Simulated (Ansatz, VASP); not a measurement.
# GaN in VASP and in Ansatz

```
Ga N
1.0
     0.00000    2.26842    2.26842
     2.26842    0.00000    2.26842
     2.26842    2.26842    0.00000
Ga N
1 1
Direct
  0.00000 0.00000 0.00000
  0.25000 0.25000 0.25000
```

Alike in both runs: task single point; functional PBEsol-based global hybrid with a share of 0.25 of exact exchange; k mesh 5 × 5 × 5; occupations fermi-dirac, width 0.05 eV; no spin polarisation.

```csv
,VASP,Ansatz
version,VASP 6.6.1,Ansatz 0.2.0
potentials or method,"VASP PAW PBE potentials, release 64 (Ga_d, N)",Ansatz PAW
plane-wave cutoff (eV),520,420
valence electrons in the cell,18,18
```

Ansatz gave:

```
gap on the k mesh at the Fermi level (eV) : 3.48
least direct gap on the mesh (eV)         : 3.48
pressure (GPa)                            : -9.3
```

Question: Which values does VASP return?

Answer: gap on the k mesh at the Fermi level (eV): 3.54; least direct gap on the mesh (eV): 3.54; pressure (GPa): -9.4.

VASP's potentials were made for PBE, not for PBEsol-based global hybrid. With one functional, cell and mesh, what is left measures potentials, basis and numerics.

The k mesh is coarse, so the values compare programs but aren't converged. Noted on Ansatz's run: odd divisions of the mesh miss points on the zone boundary, where band edges often lie, so the gap on the mesh can be too wide.
